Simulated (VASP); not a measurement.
Write the native input for VASP 6.6.1 that does the following.

| Quantity | Value |
| --- | --- |
| Task | single point |
| Functional | r2SCAN |
| Potentials or basis | VASP PAW PBE potentials, release 64 (Ti_sv, Te) |
| Cutoff | 520 eV |
| k mesh | 8 × 8 × 8 |
| Occupations | fermi-dirac, width 0.02 eV |
| Spin | no spin polarisation |
| Dipole correction | no |
| Further INCAR settings | ALGO = Normal; EDIFF = 1e-07; NBANDS = 19 |

The system is TiTe2.

```
Ti Te
1.0
     1.88767    1.08985    6.86863
    -1.88767    1.08985    6.86863
     0.00000   -2.17969    6.86863
Ti Te
1 2
Direct
  0.00000 0.00000 0.00000
  0.25060 0.25060 0.25060
  0.74940 0.74940 0.74940
```

These files were run (other wordings do the same):

POSCAR

```
TiTe2
1.0
    1.8876707787      1.0898472322      6.8686275405
   -1.8876707787      1.0898472322      6.8686275405
    0.0000000000     -2.1796944645      6.8686275405
Ti Te
1 2
Direct
    0.0000000000      0.0000000000      0.0000000000
    0.2506047205      0.2506047205      0.2506047205
    0.7493952795      0.7493952795      0.7493952795
```

INCAR.step1

```
  PREC = Accurate
  ENCUT = 520
  ISMEAR = -1
  SIGMA = 0.02
  LREAL = F
  LASPH = T
  NELM = 80
  NBANDS = 19
  GGA = PE
  ALGO = Normal
  EDIFF = 1E-4
  LWAVE = T
  LCHARG = F
```

INCAR.step2

```
  PREC = Accurate
  ENCUT = 520
  EDIFF = 1E-7
  ISMEAR = -1
  SIGMA = 0.02
  LREAL = F
  LASPH = T
  NELM = 80
  ALGO = Normal
  ISIF = 2
  LWAVE = F
  LCHARG = F
  METAGGA = R2SCAN
  LMIXTAU = T
  NBANDS = 19
  ISTART = 1
```

KPOINTS

```
regular mesh
0
Gamma
  8 8 8
```

Potentials or basis: VASP PAW PBE potentials, release 64 (Ti_sv, Te).

Launch:

```sh
$ cat potpaw_PBE.64/Ti_sv/POTCAR potpaw_PBE.64/Te/POTCAR > POTCAR
$ cp INCAR.step1 INCAR
$ mpirun -np 1 vasp_std > vasp.out
$ cp INCAR.step2 INCAR
$ mpirun -np 1 vasp_std > vasp.out
```

Results of the run:

```yaml
Pressure: 1.1 GPa
Largest_force: 0.013 eV/Å
Band_gap_on_the_k_mesh: zero (bands 12 and 13 overlap by 0.59 eV)
```

Caveat: the PAW data sets were made with another functional, which shifts forces and pressure a little; spin-orbit coupling is left out, which moves the levels of the heavy elements.

Wall time 11 min on 1 thread of Intel(R) Xeon(R) 6975P-C (Granite Rapids), with other jobs on the host, peak memory 0.49 GiB.
